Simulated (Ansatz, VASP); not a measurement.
C: VASP beside Ansatz

Contents of POSCAR:

```
C
1.0
   -2.1268362731      1.2279462884      0.0110113261
   -2.1268362731     -1.2279462884      0.0110113261
   -1.3548793539      0.0000000000     10.6125263424
C
6
Direct
   -0.1111167211     -0.1111167211      0.8333543263
    0.4444388344      0.4444388344      0.1666876596
    0.6666610566      0.6666610566      0.5000209930
    0.1111056100      0.1111056100      0.1666790070
    0.3333278322      0.3333278322      0.5000123404
    0.5555500545      0.5555500545      0.8333456737
```

INCAR.step1

```
SYSTEM = C
PREC     = Accurate       ! precision mode
ENCUT    = 520            ! plane-wave cutoff, eV
ISMEAR   = 0              ! smearing method
SIGMA    = 0.05           ! smearing width, eV
LREAL    = .False.        ! projectors in reciprocal space
LASPH    = .True.         ! aspherical terms in the spheres
NELM     = 80             ! most SCF steps
NBANDS   = 21             ! bands
GGA      = PE             ! functional
ALGO     = Normal         ! electronic algorithm
EDIFF    = 1E-4           ! SCF threshold, eV
LWAVE    = .True.         ! write WAVECAR
LCHARG   = .False.        ! write CHGCAR
```

Contents of INCAR.step2:

```
SYSTEM = C
PREC     = Accurate       ! precision mode
ENCUT    = 520            ! plane-wave cutoff, eV
EDIFF    = 1E-7           ! SCF threshold, eV
ISMEAR   = 0              ! smearing method
SIGMA    = 0.05           ! smearing width, eV
LREAL    = .False.        ! projectors in reciprocal space
LASPH    = .True.         ! aspherical terms in the spheres
NELM     = 80             ! most SCF steps
ALGO     = Normal         ! electronic algorithm
ISIF     = 2              ! what is computed and relaxed
LWAVE    = .False.        ! write WAVECAR
LCHARG   = .False.        ! write CHGCAR
METAGGA  = R2SCAN         ! meta-GGA
LMIXTAU  = .True.       
NBANDS   = 21             ! bands
ISTART   = 1
```

Contents of KPOINTS:

```
regular mesh
0
Gamma
  12 12 3
  0 0 0
```

Input for Ansatz:

```yaml
crystal:
  lattice:
    - [-2.1268362731, 1.2279462884, 0.0110113261]
    - [-2.1268362731, -1.2279462884, 0.0110113261]
    - [-1.3548793539, 0.0, 10.6125263424]
  atoms:
    - { symbol: C, position: [-0.1111167211, -0.1111167211, 0.8333543263] }
    - { symbol: C, position: [0.4444388344, 0.4444388344, 0.1666876596] }
    - { symbol: C, position: [0.6666610566, 0.6666610566, 0.500020993] }
    - { symbol: C, position: [0.11110561, 0.11110561, 0.166679007] }
    - { symbol: C, position: [0.3333278322, 0.3333278322, 0.5000123404] }
    - { symbol: C, position: [0.5555500545, 0.5555500545, 0.8333456737] }
basis:
  ecutwfc: 500
kpoints:
  mp_grid: { grid: [12, 12, 3] }
hamiltonian:
  xc: r2scan
scf:
  occupations: { method: gaussian, width: 0.05 }
output:
  forces: true
  stress: true
  eigenvalues: true
```

Alike in both runs: task single point; functional r2SCAN; k mesh 12 × 12 × 3; occupations gaussian, width 0.05 eV; no spin polarisation.

|  | VASP | Ansatz |
| --- | --- | --- |
| version | VASP 6.6.1 | Ansatz 0.2.0 |
| potentials or method | VASP PAW PBE potentials, release 64 (C), cutoff 520 eV | scalar-relativistic, plane waves, PAW |
| valence electrons in the cell | 24 | 24 |

Ansatz gave:

* gap on the k mesh at the Fermi level (eV): 0.01
* least direct gap on the mesh (eV): 0.01
* pressure (GPa): 0.0
* traceless stress, the component that is largest in VASP (GPa): -0.16
* rms of the force components (eV/Å): 0.004

Problem. Estimate VASP's values.

Solution. gap on the k mesh at the Fermi level (eV): 0.01; least direct gap on the mesh (eV): 0.01; pressure (GPa): 0.6; traceless stress, the component that is largest in VASP (GPa): -0.91; rms of the force components (eV/Å): 0.004.

VASP's potentials were made for PBE, not for r2SCAN. Atom by atom the forces differ by 0.000 eV/Å (rms over components).
